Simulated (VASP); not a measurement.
# PtS2 (P-3m1) in VASP: notebook

PtS2 is run at these levels: r2SCAN, PBE+U; tasks: single point.

Everything below comes from runs of VASP 6.6.1. Logs are shortened: lines on timing, memory, paths and dates and some standing lists are left out, and cuts for length are marked.

## 1. The cell of the first run

It takes space group P-3m1 (No. 164, trigonal). Conventional cell: a = 3.543 Å, b = 3.543 Å, c = 5.039 Å, α = 90.00°, β = 90.00°, γ = 120.00°. Within 3.1 Å of Pt (site symmetry -3m) lie 6 S at 2.34 Å. Within 3.1 Å of S (site symmetry 3m) lie 3 Pt at 2.34 Å and 3 S at 3.07 Å.

## 2. Single point, r2SCAN

Contents of POSCAR:

```
PtS2
1.0
    3.5432000000      0.0000000000      0.0000000000
   -1.7716000000      3.0685012107      0.0000000000
    0.0000000000      0.0000000000      5.0388000000
Pt S
1 2
Direct
    0.0000000000      0.0000000000      0.0000000000
    0.6666666667      0.3333333333      0.7730000000
    0.3333333333      0.6666666667      0.2270000000
```

Contents of INCAR.step1:

```
PREC = Accurate
ENCUT = 520
ISMEAR = -1
SIGMA = 0.05
LREAL = False
LASPH = True
NELM = 100
NBANDS = 18
GGA = PE
ALGO = Normal
EDIFF = 1E-4
LWAVE = True
LCHARG = False
```

Contents of INCAR.step2:

```
PREC = Accurate
ENCUT = 520
EDIFF = 1E-7
ISMEAR = -1
SIGMA = 0.05
LREAL = False
LASPH = True
NELM = 100
ALGO = Normal
ISIF = 2
LWAVE = False
LCHARG = False
METAGGA = R2SCAN
LMIXTAU = True
NBANDS = 18
ISTART = 1
```

Contents of KPOINTS:

```
regular mesh
0
Gamma
  5 5 3
```

Potentials or basis: VASP PAW PBE potentials, release 64 (Pt, S).

The run is started by

```console
$ cat potpaw_PBE.64/Pt/POTCAR potpaw_PBE.64/S/POTCAR > POTCAR
$ cp INCAR.step1 INCAR
$ mpirun -np 1 vasp_std > vasp.out
$ cp INCAR.step2 INCAR
$ mpirun -np 1 vasp_std > vasp.out
```

OUTCAR:

```text
PREC = Accurate
   ENCUT = 520
   EDIFF = 1E-7
   ISMEAR = -1
   LREAL = False
   LASPH = True
   NELM = 100
   ISIF = 2
   METAGGA = R2SCAN
   ISTART = 1

 ion  position               nearest neighbor table
   1  0.000  0.000  0.000-   2 2.34   3 2.34   2 2.34   3 2.34   2 2.34   3 2.34
   2  0.667  0.333  0.773-   1 2.34   1 2.34   1 2.34
   3  0.333  0.667  0.227-   1 2.34   1 2.34   1 2.34

  LATTYP: Found a hexagonal cell.
 ALAT       =     3.5432000000
 C/A-ratio  =     1.4221043125

  Lattice vectors:

 A1 = (   3.5432000000,   0.0000000000,   0.0000000000)
 A2 = (  -1.7716000000,   3.0685012107,   0.0000000000)
 A3 = (   0.0000000000,   0.0000000000,   5.0388000000)

Analysis of symmetry for initial positions (statically):
=====================================================================
 Subroutine PRICEL returns:
 Original cell was already a primitive cell.

 Routine SETGRP: Setting up the symmetry group for a
 hexagonal supercell.

 Subroutine GETGRP returns: Found 12 space group operations
 (whereof 12 operations were pure point group operations)
 out of a pool of 24 trial point group operations.

The static configuration has the point symmetry D_3d.

Analysis of symmetry for dynamics (positions and initial velocities):
=====================================================================
 Subroutine PRICEL returns:
 Original cell was already a primitive cell.

 Routine SETGRP: Setting up the symmetry group for a
 hexagonal supercell.

 Subroutine GETGRP returns: Found 12 space group operations
 (whereof 12 operations were pure point group operations)
 out of a pool of 24 trial point group operations.

The dynamic configuration has the point symmetry D_3d.

 Subroutine INISYM returns: Found 12 space group operations
 (whereof 12 operations are pure point group operations),
 and found     1 'primitive' translations

----------------------------------------------------------------------------------------

                                     Primitive cell

  volume of cell :      54.7834

  direct lattice vectors                    reciprocal lattice vectors
     3.543200000  0.000000000  0.000000000     0.282230752  0.162946001  0.000000000
    -1.771600000  3.068501211  0.000000000     0.000000000  0.325892001  0.000000000
     0.000000000  0.000000000  5.038800000     0.000000000  0.000000000  0.198459951

  length of vectors
     3.543200000  3.543200000  5.038800000     0.325892001  0.325892001  0.198459951

  position of ions in fractional coordinates (direct lattice)
     0.000000000  0.000000000  0.000000000
     0.666666667  0.333333333  0.773000000
     0.333333333  0.666666667  0.227000000

  ion indices of the primitive-cell ions
   primitive index   ion index
                 1           1
                 2           2
                 3           3

----------------------------------------------------------------------------------------

 KPOINTS: regular mesh

Automatic generation of k-mesh.
 Grid dimensions read from file:
 generate k-points for:    5    5    3

 Generating k-lattice:

  Cartesian coordinates                     Fractional coordinates (reciprocal lattice)
     0.056446150  0.032589200  0.000000000     0.200000000 -0.000000000  0.000000000
     0.000000000  0.065178400  0.000000000     0.000000000  0.200000000  0.000000000
     0.000000000  0.000000000  0.066153317     0.000000000  0.000000000  0.333333333

  Length of vectors
     0.065178400  0.065178400  0.066153317

  Shift w.r.t. Gamma in fractional coordinates (k-lattice)
     0.000000000  0.000000000  0.000000000

 Subroutine IBZKPT returns following result:
 ===========================================

 Found     12 irreducible k-points:

 Following reciprocal coordinates:
            Coordinates               Weight
  0.000000  0.000000  0.000000      1.000000
  0.200000  0.000000  0.000000      6.000000
  0.400000  0.000000  0.000000      6.000000
  0.200000  0.200000  0.000000      6.000000
  0.400000  0.200000  0.000000      6.000000
  0.000000  0.000000  0.333333      2.000000
  0.200000  0.000000  0.333333      6.000000
  0.000000  0.200000  0.333333      6.000000
  0.400000  0.000000  0.333333      6.000000
  0.000000  0.400000  0.333333      6.000000
  0.200000  0.200000  0.333333     12.000000
  0.400000  0.200000  0.333333     12.000000
   k-points           NKPTS =     12   k-points in BZ     NKDIM =     12   number of bands    NBANDS=     18
   number of dos      NEDOS =    301   number of ions     NIONS =      3
   total plane-waves  NPLWV =  31360
   dimension x,y,z NGX =    28 NGY =   28 NGZ =   40
   dimension x,y,z NGXF=    56 NGYF=   56 NGZF=   80
   ions per type =               1   2
   NGX,Y,Z   is equivalent  to a cutoff of  13.14, 13.14, 13.20 a.u.
   NGXF,Y,Z  is equivalent  to a cutoff of  26.28, 26.28, 26.39 a.u.
 SYSTEM =  unknown system
   PREC   = accura    normal or accurate (medium, high low for compatibility)
   ISTART =      1    job   : 0-new  1-cont  2-samecut
   ICHARG =      0    charge: 1-file 2-atom 10-const
   ISPIN  =      1    spin polarized calculation?
   LNONCOLLINEAR =      F non collinear calculations
   LSORBIT =      F    spin-orbit coupling
   LASPH  =      T    aspherical Exc in radial PAW
   ENCUT  =  520.0 eV  38.22 Ry    6.18 a.u.   6.59  6.59  9.37*2*pi/ulx,y,z
   NELM   =    100;   NELMIN=  2; NELMDL=  0     # of ELM steps
   EDIFF  = 0.1E-06   stopping-criterion for ELM
   LREAL  =      F    real-space projection
   EDIFFG = 0.1E-05   stopping-criterion for IOM
   NSW    =      0    number of steps for IOM
   IBRION =     -1    ionic relax: 0-MD 1-quasi-New 2-CG
   NFREE  =      0    steps in history (QN), initial steepest desc. (CG)
   ISIF   =      2    stress and relaxation
   ISYM   =      2    0-nonsym 1-usesym 2-fastsym
   POTIM  = 0.5000    time-step for ionic-motion
   TEBEG  =    0.0;   TEEND  =   0.0 temperature during run
   PSTRESS=    0.0 pullay stress
   NELECT =      22.0000    total number of electrons
   NUPDOWN=      -1.0000    fix difference up-down
   EMIN   =  10.00;   EMAX   =-10.00  energy-range for DOS
   EFERMI =   0.00;   METHOD = LEGACY
   ISMEAR =    -1;   SIGMA  =   0.05  broadening in eV -4-tet -1-fermi 0-gaus
   EFERMI_NEDOS =   21; number of points for ismear=-14 and -15
   IALGO  =     38    algorithm
   IMIX   =      4    mixing-type and parameters
     AMIX     =   0.40;   BMIX     =  1.00
     AMIX_MAG =   1.60;   BMIX_MAG =  1.00
  volume/ion in A,a.u.               =      18.26       123.23
  Fermi-wavevector in a.u.,A,eV,Ry     =   1.207812  2.282434 19.848315  1.458810
  Thomas-Fermi vector in A             =   2.343439
   LORBIT       =      0    0 simple, 1 ext, 2 COOP (PROOUT), +10 PAW based schemes
   METAGGA = R2SCAN    functional components
   LHFCALC =     F    Hartree Fock is set to
   AEXX    =    0.0000 exact exchange contribution
   IVDW    =     0    specifies the selected vdW correction
   LEPSILON=     F    determine dielectric tensor
   LRPA    =     F    only Hartree local field effects (RPA)
 non-spin polarized calculation
  energy-cutoff  :      520.00
  volume of cell :       54.78
 maximum number of plane-waves:      1507
 NGX is ok and might be reduce to    28
   NGX = 13   NGY = 13   NGZ = 19

 number of electron      22.0000001 magnetization

 Free energy of the ion-electron system (eV)
  ---------------------------------------------------
  ext. energy  EPLUGINS =         0.00000000
  ---------------------------------------------------
  free energy    TOTEN  =       -68.74372396 eV

  energy without entropy =      -68.74372387  energy(sigma->0) =      -68.74372392

 E-fermi :   7.1184     XC(G=0): -11.2797

 val. band max:        6.4160514892   @ k =   0.0000   0.0000   0.0000
 cond. band min:       7.8867905618   @ k =   0.2000   0.2000   0.0000
 fundamental gap:      1.4707390726
 Fermi energy:         7.1183810445

 k-point     1 :       0.0000    0.0000    0.0000
  band No.  band energies     occupation
      1      -9.7044      2.00000
      2      -6.3404      2.00000
      3      -0.7909      2.00000
      4      -0.7909      2.00000
      5      -0.6637      2.00000
      6       2.3543      2.00000
[... 10 lines left out ...]
     17      14.9186      0.00000
     18      19.2534      0.00000

 k-point     2 :       0.2000    0.0000    0.0000
  band No.  band energies     occupation
      1      -9.1670      2.00000
      2      -6.6626      2.00000
      3      -0.4379      2.00000
      4      -0.4137      2.00000
      5      -0.0880      2.00000
      6       1.5412      2.00000
[... 10 lines left out ...]
     17      16.2939      0.00000
     18      16.7563      0.00000

 k-point     3 :       0.4000    0.0000    0.0000
  band No.  band energies     occupation
      1      -7.9810      2.00000
      2      -7.1783      2.00000
      3      -0.9579      2.00000
      4       0.0594      2.00000
      5       0.9001      2.00000
      6       1.4576      2.00000
[... 10 lines left out ...]
     17      15.5190      0.00000
     18      17.5096      0.00000

 k-point     4 :       0.2000    0.2000    0.0000
  band No.  band energies     occupation
      1      -8.2816      2.00000
      2      -7.0434      2.00000
      3      -0.2165      2.00000
      4       0.0516      2.00000
      5       0.3646      2.00000
      6       1.0705      2.00000
[... 10 lines left out ...]
     17      16.3511      0.00000
     18      16.8193      0.00000

 k-point     5 :       0.4000    0.2000    0.0000
  band No.  band energies     occupation
      1      -7.4490      2.00000
      2      -7.3635      2.00000
      3      -0.9444      2.00000
      4      -0.0267      2.00000
      5       0.6839      2.00000
      6       1.6886      2.00000
[... 10 lines left out ...]
     17      16.9301      0.00000
     18      17.3792      0.00000

 k-point     6 :       0.0000    0.0000    0.3333
  band No.  band energies     occupation
      1      -9.4958      2.00000
      2      -6.8789      2.00000
      3      -0.7747      2.00000
      4      -0.7747      2.00000
      5       0.2626      2.00000
      6       2.3366      2.00000
[... 10 lines left out ...]
     17      14.6824      0.00000
     18      17.3104      0.00000

 k-point     7 :       0.2000    0.0000    0.3333
  band No.  band energies     occupation
      1      -8.9576      2.00000
      2      -7.0521      2.00000
      3      -0.6964      2.00000
      4      -0.4152      2.00000
      5       0.6407      2.00000
      6       1.6139      2.00000
[... 10 lines left out ...]
     17      15.9398      0.00000
     18      16.7507      0.00000

 k-point     8 :       0.0000    0.2000    0.3333
  band No.  band energies     occupation
      1      -8.9725      2.00000
      2      -7.0146      2.00000
      3      -0.7803      2.00000
      4      -0.4528      2.00000
      5       0.7048      2.00000
      6       1.4687      2.00000
[... 10 lines left out ...]
     17      16.6654      0.00000
     18      16.7914      0.00000

 k-point     9 :       0.4000    0.0000    0.3333
  band No.  band energies     occupation
      1      -7.8165      2.00000
      2      -7.3350      2.00000
      3      -1.0859      2.00000
      4       0.0157      2.00000
      5       0.7105      2.00000
      6       1.5529      2.00000
[... 10 lines left out ...]
     17      16.9200      0.00000
     18      17.1474      0.00000

 k-point    10 :       0.0000    0.4000    0.3333
  band No.  band energies     occupation
      1      -7.9546      2.00000
      2      -7.1431      2.00000
      3      -1.2473      2.00000
      4      -0.0209      2.00000
      5       0.4059      2.00000
      6       1.8518      2.00000
[... 10 lines left out ...]
     17      16.8632      0.00000
     18      17.7989      0.00000

 k-point    11 :       0.2000    0.2000    0.3333
  band No.  band energies     occupation
      1      -8.1132      2.00000
      2      -7.2298      2.00000
      3      -0.4308      2.00000
      4      -0.3496      2.00000
      5       0.5677      2.00000
      6       1.3484      2.00000
[... 10 lines left out ...]
     17      16.0511      0.00000
     18      17.2251      0.00000

 k-point    12 :       0.4000    0.2000    0.3333
  band No.  band energies     occupation
      1      -7.5037      2.00000
      2      -7.2692      2.00000
      3      -1.0293      2.00000
      4      -0.1362      2.00000
      5       0.7412      2.00000
      6       1.5796      2.00000
[... 10 lines left out ...]
     17      16.2948      0.00000
     18      17.1314      0.00000

------------------------ aborting loop because EDIFF is reached ----------------------------------------

  FORCE on cell =-STRESS in cart. coord.  units (eV):
  Direction    XX          YY          ZZ          XY          YZ          ZX
  --------------------------------------------------------------------------------------
  -------------------------------------------------------------------------------------
  Total        3.1746902      3.1746902      3.1047151      0.0000000     -0.0000000     -0.0000000
  in kB       92.8459257     92.8459257     90.7994579      0.0000000     -0.0000000     -0.0000000
  external PRESSURE =      92.1637698 kB  Pullay stress =       0.0000000 kB

 VOLUME and BASIS-vectors are now :
 -----------------------------------------------------------------------------
  energy-cutoff  :      520.00
  volume of cell :       54.78
      direct lattice vectors                 reciprocal lattice vectors
     3.543200000  0.000000000  0.000000000     0.282230752  0.162946001  0.000000000
    -1.771600000  3.068501211  0.000000000     0.000000000  0.325892001  0.000000000
     0.000000000  0.000000000  5.038800000     0.000000000  0.000000000  0.198459951

 POSITION                                       TOTAL-FORCE (eV/Angst)
 -----------------------------------------------------------------------------------
      0.00000      0.00000      0.00000        -0.000000      0.000000     -0.000000
      1.77160      1.02283      3.89499        -0.000000     -0.000000     -1.230320
     -0.00000      2.04567      1.14381         0.000000      0.000000      1.230320
 -----------------------------------------------------------------------------------
    total drift:                                0.000000     -0.000000      0.000000

  FREE ENERGIE OF THE ION-ELECTRON SYSTEM (eV)
  ---------------------------------------------------
  free  energy   TOTEN  =       -68.7437239621 eV

  energy  without entropy=      -68.7437238723  energy(sigma->0) =      -68.74372392
```

It took 32 s on 1 thread of Intel Xeon 6975P-C (Granite Rapids), shared host; peak memory 0.18 GiB.

Results:

* Free energy: -68.7437 eV
* Pressure: 9.2 GPa
* Largest force: 1.230 eV/Å
* Band gap on the k mesh: 1.47 eV (least direct gap 1.59 eV)

Forces on the atoms (eV/Å):
```
Pt   0.000  0.000  0.000
S    0.000  0.000 -1.230
S    0.000  0.000  1.230
```

Stress tensor (GPa, compression positive):
```
9.28 0.00 0.00
0.00 9.28 0.00
0.00 0.00 9.08
```

Caveat: the cell stands under pressure; the PAW data sets were made with another functional, which shifts forces and pressure a little; spin-orbit coupling is left out, which moves the levels of the heavy elements. A k mesh can miss the band edges.

## 3. Single point, PBE+U

Contents of INCAR:

```
  PREC = Accurate
  ENCUT = 520
  EDIFF = 1E-6
  ISMEAR = -1
  SIGMA = 0.05
  LREAL = F
  LASPH = T
  NELM = 150
  ALGO = Normal
  ISIF = 2
  LWAVE = F
  LCHARG = F
  LMAXMIX = 4
  LDAU = T
  LDAUTYPE = 2
  LDAUL = 2 -1
  LDAUU = 1 0
  LDAUJ = 0 0
  LDAUPRINT = 1
  GGA = PE
  NBANDS = 18
```

Contents of KPOINTS:

```
regular mesh
0
Gamma
  9 9 5
```

POSCAR is that of step 2.

Potentials or basis: VASP PAW PBE potentials, release 64 (Pt, S).

The run is started by

```console
$ cat potpaw_PBE.64/Pt/POTCAR potpaw_PBE.64/S/POTCAR > POTCAR
$ mpirun -np 1 vasp_std > vasp.out
```

Run time: 19 s. Hardware: 1 thread of Intel Xeon 6975P-C (Granite Rapids), shared host; peak memory 0.2 GiB.

It converged, with:

```
Free energy            : -14.5653 eV
Pressure               : 10.4 GPa
Largest force          : 1.161 eV/Å
Band gap on the k mesh : 1.03 eV (least direct gap 1.08 eV)
```

Forces in eV/Å, atoms in the order of the input:
```
Pt   0.000  0.000  0.000
S    0.000  0.000 -1.161
S    0.000  0.000  1.161
```

Stress tensor (GPa, compression positive):
```
10.66  0.00  0.00
 0.00 10.66  0.00
 0.00  0.00  9.76
```

Levels at points of the mesh, in eV from the valence-band top:
```tsv
k point	band 9	band 10	band 11	band 12	band 13	band 14
(0.00, 0.00, 0.00)	-1.10	-1.10	-0.09	2.46	2.46	4.85
```

Eigenvalues of the final occupation matrices:
| site | spin | trace | eigenvalues |
| --- | --- | --- | --- |
| site 1 d | 1 | 4.08 | 0.68 0.68 0.90 0.90 0.90 |
| site 1 d | 2 | 4.08 | 0.68 0.68 0.90 0.90 0.90 |

Caveat: the cell stands under pressure; spin-orbit coupling is left out, which moves the levels of the heavy elements; forces of over 1 eV/Å act on the atoms, so gaps and moduli don't describe the material at rest. A k mesh can miss the band edges.
